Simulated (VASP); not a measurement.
Input of a VASP 6.6.1 run:

The input INCAR:

```
ALGO     = Normal         # electronic algorithm
EDIFF    = 1E-6           # SCF threshold, eV
ENCUT    = 520            # plane-wave cutoff, eV
GGA      = CA             # functional
ISIF     = 2              # what is computed and relaxed
ISMEAR   = -1             # smearing method
LASPH    = True           # aspherical terms in the spheres
LCHARG   = False          # write CHGCAR
LREAL    = False          # projectors in reciprocal space
LWAVE    = False          # write WAVECAR
NBANDS   = 11             # bands
NELM     = 100            # most SCF steps
PREC     = Accurate       # precision mode
SIGMA    = 0.15           # smearing width, eV
```

The input KPOINTS:

```
k-points
0
Gamma
  18 18 18
```

Contents of POSCAR:

```
Pd
1.0
    0.0000000000      1.9215903150      1.9215903150
    1.9215903150      0.0000000000      1.9215903150
    1.9215903150      1.9215903150      0.0000000000
Pd
1
Direct
    0.0000000000      0.0000000000      0.0000000000
```

Potentials or basis: VASP PAW LDA potentials, release 64 (Pd).

Launch:

```console
$ cat potpaw_LDA.64/Pd/POTCAR > POTCAR
$ mpirun -np 1 vasp_std > vasp.out
```

(1) What does it give for the pressure?

(2) What does it give for the band gap on the k mesh?

Answers

(1) 0.3 GPa.

(2) zero (band 5 reaches 10.60 eV, above the bottom of band 6 at 8.89 eV).
